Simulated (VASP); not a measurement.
# Se (Fd-3m) in VASP: further runs, part 2 of 2

VASP 6.6.1.

## 5. Single point, LDA (volume scaled by 0.84)

INCAR reads:

```
PREC = Accurate
ENCUT = 520
EDIFF = 1E-6
ISMEAR = -1
SIGMA = 0.08
LREAL = False
LASPH = True
NELM = 60
ALGO = Normal
ISIF = 2
LWAVE = False
LCHARG = False
GGA = CA
NBANDS = 13
```

KPOINTS reads:

```
Automatic mesh
0
Gamma
  11 11 11
```

POSCAR reads:

```
Se
1.0
    0.0000000000      2.9102492979      2.9102492979
    2.9102492979      0.0000000000      2.9102492979
    2.9102492979      2.9102492979      0.0000000000
Se
2
Direct
   -0.1250000000     -0.1250000000     -0.1250000000
    0.1250000000      0.1250000000      0.1250000000
```

Potentials or basis: VASP PAW LDA potentials, release 64 (Se).

Started as:

```console
cat potpaw_LDA.64/Se/POTCAR > POTCAR
mpirun -np 1 vasp_std > vasp.out
```

OUTCAR:

```text
PREC = Accurate
   ENCUT = 520
   EDIFF = 1E-6
   ISMEAR = -1
   LREAL = False
   LASPH = True
   NELM = 60
   ISIF = 2
   GGA = CA

 ion  position               nearest neighbor table
   1  0.875  0.875  0.875-   2 2.52   2 2.52   2 2.52   2 2.52
   2  0.125  0.125  0.125-   1 2.52   1 2.52   1 2.52   1 2.52

  LATTYP: Found a face centered cubic cell.
 ALAT       =     5.8204985958

  Lattice vectors:

 A1 = (   0.0000000000,   2.9102492979,   2.9102492979)
 A2 = (   2.9102492979,   0.0000000000,   2.9102492979)
 A3 = (   2.9102492979,   2.9102492979,   0.0000000000)

Analysis of symmetry for initial positions (statically):
=====================================================================
 Subroutine PRICEL returns:
 Original cell was already a primitive cell.

 Routine SETGRP: Setting up the symmetry group for a
 face centered cubic supercell.

 Subroutine GETGRP returns: Found 48 space group operations
 (whereof 12 operations were pure point group operations)
 out of a pool of 48 trial point group operations.

The static configuration has the point symmetry D_3d.
 The point group associated with its full space group is O_h .

Analysis of symmetry for dynamics (positions and initial velocities):
=====================================================================
 Subroutine PRICEL returns:
 Original cell was already a primitive cell.

 Routine SETGRP: Setting up the symmetry group for a
 face centered cubic supercell.

 Subroutine GETGRP returns: Found 48 space group operations
 (whereof 12 operations were pure point group operations)
 out of a pool of 48 trial point group operations.

The dynamic configuration has the point symmetry D_3d.
 The point group associated with its full space group is O_h .

 Subroutine INISYM returns: Found 48 space group operations
 (whereof 12 operations are pure point group operations),
 and found     1 'primitive' translations

----------------------------------------------------------------------------------------
[... 116 lines left out ...]
  Thomas-Fermi vector in A             =   2.155848
   LORBIT       =      0    0 simple, 1 ext, 2 COOP (PROOUT), +10 PAW based schemes
   GGA     = CA    functional components
   LHFCALC =     F    Hartree Fock is set to
   AEXX    =    0.0000 exact exchange contribution
   IVDW    =     0    specifies the selected vdW correction
   LEPSILON=     F    determine dielectric tensor
   LRPA    =     F    only Hartree local field effects (RPA)
 non-spin polarized calculation
  energy-cutoff  :      520.00
  volume of cell :       49.30
 maximum number of plane-waves:      1363
   NGX = 15   NGY = 15   NGZ = 15

 number of electron      11.9999997 magnetization

 Free energy of the ion-electron system (eV)
  ---------------------------------------------------
  ext. energy  EPLUGINS =         0.00000000
  ---------------------------------------------------
  free energy    TOTEN  =        -6.92290578 eV

  energy without entropy =       -6.88873634  energy(sigma->0) =       -6.90582106

 E-fermi :   4.4116     XC(G=0):  -9.5535

 val. band max:        4.3801667459   @ k =  -0.4545   0.1818   0.0000
 cond. band min:       4.4388965806   @ k =   0.2727   0.1818   0.0909
 fundamental gap:      0.0587298347
 Fermi energy:         4.4116349936

 k-point     1 :       0.0000    0.0000    0.0000
  band No.  band energies     occupation
      1     -12.7300      2.00000
      2      -4.9820      2.00000
      3       0.1029      2.00000
      4       0.1029      2.00000
      5       0.1029      2.00000
      6       3.2582      2.00000
      7       3.2582      2.00000
      8       3.2582      2.00000
      9       8.4889      0.00000
     10      11.7861      0.00000
     11      11.7861      0.00000
     12      13.9337      0.00000
     13      13.9337      0.00000
[... 354 lines left out ...]
  band No.  band energies     occupation
      1     -11.9780      2.00000
      2      -7.0813      2.00000
      3      -1.5441      2.00000
      4      -0.4430      2.00000
      5       0.9101      2.00000
      6       4.0669      1.97348
      7       4.1718      1.90501
      8       5.2557      0.00005
      9      10.2507      0.00000
     10      10.8207      0.00000
     11      11.4064      0.00000
     12      14.6498      0.00000
     13      15.7140      0.00000

 [... further k-points ...]
[... 5 lines left out ...]
  --------------------------------------------------------------------------------------
  -------------------------------------------------------------------------------------
  Total        3.6452411      3.6452411      3.6452411      0.0000000     -0.0000000      0.0000000
  in kB      118.4721483    118.4721483    118.4721483      0.0000000     -0.0000000      0.0000000
  external PRESSURE =     118.4721483 kB  Pullay stress =       0.0000000 kB

 VOLUME and BASIS-vectors are now :
 -----------------------------------------------------------------------------
  energy-cutoff  :      520.00
  volume of cell :       49.30
      direct lattice vectors                 reciprocal lattice vectors
     0.000000000  2.910249298  2.910249298    -0.171806587  0.171806587  0.171806587
     2.910249298  0.000000000  2.910249298     0.171806587 -0.171806587  0.171806587
     2.910249298  2.910249298  0.000000000     0.171806587  0.171806587 -0.171806587

 POSITION                                       TOTAL-FORCE (eV/Angst)
 -----------------------------------------------------------------------------------
      5.09294      5.09294      5.09294         0.000000     -0.000000      0.000000
      0.72756      0.72756      0.72756        -0.000000      0.000000     -0.000000
 -----------------------------------------------------------------------------------
    total drift:                                0.000000      0.000000     -0.000000

  FREE ENERGIE OF THE ION-ELECTRON SYSTEM (eV)
  ---------------------------------------------------
  free  energy   TOTEN  =        -6.9229057823 eV

  energy  without entropy=       -6.8887363385  energy(sigma->0) =       -6.90582106
```

stdout:

```text
POSCAR found type information on POSCAR Se
 POSCAR found :  1 types and       2 ions
 scaLAPACK will be used
 LDA part: xc-table for (Slater(with rela. corr.)+CA(PZ))
 , standard interpolation
 POSCAR, INCAR and KPOINTS ok, starting setup
 FFT: planning ... GRIDC
 FFT: planning ... GRID_SOFT
 FFT: planning ... GRID
 WAVECAR not read
 entering main loop
```

Run time: 8.5 s. Hardware: 1 thread of Intel Xeon 6975P-C (Granite Rapids), shared host; peak memory 0.16 GiB.

Results:

- Free energy: -6.9229 eV
- Pressure: 11.8 GPa
- Band gap on the k mesh: zero (band 6 reaches 4.81 eV, above the bottom of band 7 at 3.26 eV)

## 6. Single point, LDA (volume scaled by 0.84)

INCAR reads:

```
SYSTEM = Se
PREC = Accurate
ENCUT = 520
EDIFF = 1E-7
ISMEAR = -1
SIGMA = 0.08
LREAL = .FALSE.
LASPH = .TRUE.
NELM = 60
ALGO = Normal
ISIF = 2
LWAVE = .FALSE.
LCHARG = .FALSE.
NBANDS = 13
```

KPOINTS reads:

```
regular mesh
0
G
  11 11 11
  0 0 0
```

POSCAR is that of step 5.

Potentials or basis: VASP PAW LDA potentials, release 64 (Se).

Started as:

```console
cat potpaw_LDA.64/Se/POTCAR > POTCAR
mpirun -np 1 vasp_std > vasp.out
```

It took 8.3 s on 1 thread of Intel Xeon 6975P-C (Granite Rapids), shared host; peak memory 0.16 GiB.

Results (log left out):

```
Free energy            : -6.9229 eV
Pressure               : 11.8 GPa
Band gap on the k mesh : zero (band 6 reaches 4.81 eV, above the bottom of band 7 at 3.26 eV)
```

Levels at points of the mesh, in eV from the Fermi level:
```
           k point  band 4  band 5  band 6  band 7  band 8  band 9
(0.00, 0.00, 0.00)   -4.31   -4.31   -1.15   -1.15   -1.15    4.08
```

## 7. Summary

```tsv
cell	gap on the mesh (eV)	pressure (GPa)
a = 3.836 Å, angles 60.0°, 2 atoms	none	39.3
a = 3.981 Å, angles 60.0°, 2 atoms	none	22.7
a = 4.116 Å, angles 60.0°, 2 atoms	none	11.8
```

Alike in all rows: task single point; level LDA; potentials or basis VASP PAW LDA potentials, release 64 (Se); no spin polarisation; k mesh 11 × 11 × 11; cutoff (eV) 520; smearing fermi-dirac 0.08 eV.

Total energies depend on the potentials used, so only differences within one code and one set of settings carry meaning.
